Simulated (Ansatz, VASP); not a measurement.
# BeTe in VASP and in Ansatz

```xyz
4
Lattice="4.0309 0.0000 0.0000 -2.0154 3.4908 0.0000 0.0000 0.0000 8.1440" Properties=species:S:1:pos:R:3 pbc="T T T"
Be    0.0000    2.3272    2.0360
Be    2.0154    1.1636    6.1080
Te    2.0154    1.1636    2.0360
Te    0.0000    2.3272    6.1080
```

Alike in both runs: task single point; functional r2SCAN; k mesh 12 × 12 × 4; no spin polarisation.

|  | VASP | Ansatz |
| --- | --- | --- |
| version | VASP 6.6.1 | Ansatz 0.2.0 |
| potentials or method | VASP PAW PBE potentials, release 64 (Be, Te) | plane waves, PAW |
| plane-wave cutoff (eV) | 520 | 500 |
| occupations | gaussian, width 0.01 eV | fixed |
| valence electrons in the cell | 16 | 36 |

Ansatz gave:

| Item | Value |
| --- | --- |
| gap on the k mesh at the Fermi level (eV) | 3.05 |
| pressure (GPa) | 0.0 |
| traceless stress, the component that is largest in VASP (GPa) | 0.00 |

Task: Which values does VASP return?

Result: gap on the k mesh at the Fermi level (eV): 3.04; pressure (GPa): 0.0; traceless stress, the component that is largest in VASP (GPa): -0.05.

VASP's potentials were made for PBE, not for r2SCAN. VASP's potentials hold 16 valence electrons a cell and Ansatz's 36, so a difference there can come from the potentials and not from the codes.

Neither program's run includes spin-orbit coupling.
